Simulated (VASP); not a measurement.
# FeO: single point with PBE+U

**What was measured.**

“W\"ustite: Electric, thermodynamic and optical properties of FeO”, 2012, arxiv:1203.1201 quotes, for a bulk crystal of FeO: band gap 2.4 eV (optical).

FeO:

```xyz
4
Lattice="0.0000 2.1554 2.1554 2.1554 0.0000 2.1554 4.3108 4.3108 0.0000" Properties=species:S:1:pos:R:3 pbc="T T T"
Fe    0.0000    0.0000    0.0000
Fe    2.1554    2.1554    0.0000
O     2.1554    2.1554    2.1554
O     4.3108    4.3108    2.1554
```

```
Program             : VASP 6.6.1
Task                : single point
Functional          : PBE
Potentials or basis : VASP PAW PBE potentials, release 64 (Fe, O)
Cutoff              : 520 eV
k mesh              : 10 × 10 × 5
Occupations         : gaussian, width 0.05 eV
Spin                : collinear spin, antiferromagnetic start
Starting moments    : [4.0, -4.0, 0.0, 0.0] μB
Hubbard terms       : Fe d U = 4.0 eV
```

```
Pressure                                              : 2.6 GPa
Band gap on the k mesh                                : zero (filled and empty bands overlap)
Net moment                                            : 0.00 μB per cell
Site moments                                          : Fe +3.71, -3.71; O +0.00 μB
Valence electrons inside the program's atomic spheres : Fe 6.77; O 5.01
```

Stress tensor (GPa, compression positive):
```
 2.58  2.14 -2.14
 2.14  2.58 -2.14
-2.14 -2.14  2.58
```

Levels at points of the mesh, in eV from the Fermi level:
Spin up:
```csv
k point,band 11,band 12,band 13,band 14,band 15,band 16,band 17,band 18
"(0.00, 0.00, 0.00)",-3.43,-2.83,-2.83,-0.23,-0.22,0.52,1.89,3.04
"(0.50, 0.00, 0.00)",-4.43,-2.69,-2.48,-0.39,0.67,2.34,3.22,3.31
```
Spin down:
```
           k point  band 10  band 11  band 12  band 13  band 14  band 15  band 16  band 17  band 18  band 19
(0.00, 0.00, 0.00)    -3.43    -3.43    -2.83    -2.83    -0.23    -0.22     0.52     1.89     3.04     3.04
(0.50, 0.00, 0.00)    -4.61    -4.43    -2.69    -2.48    -0.39     0.67     2.34     3.22     3.31     4.35
```

Eigenvalues of the final occupation matrices:
| site | spin | trace | eigenvalues |
| --- | --- | --- | --- |
| site 1 d | 1 | 4.92 | 0.97 0.97 0.97 1.01 1.01 |
| site 1 d | 2 | 1.22 | 0.05 0.11 0.11 0.47 0.47 |
| site 2 d | 1 | 1.22 | 0.05 0.11 0.11 0.47 0.47 |
| site 2 d | 2 | 4.92 | 0.97 0.97 0.97 1.01 1.01 |

It took 84 s on 1 thread of Intel(R) Xeon(R) Platinum 8559C (Emerald Rapids), on a shared host, peak memory 0.24 GiB.

A measured gap of FeO is 2.4 eV (optical; quoted in “W\"ustite: Electric, thermodynamic and optical properties of FeO”, 2012, arxiv:1203.1201); the calculated 0.00 eV misses it by -2.40 eV. So large a miss can be the level of theory's own, or it may mean another phase, state or a wrong row. The value is that of PBE+U on a finite k mesh, which can miss the band edges, without temperature or zero-point motion.

The state reached can hang on the start; a lower one may exist.
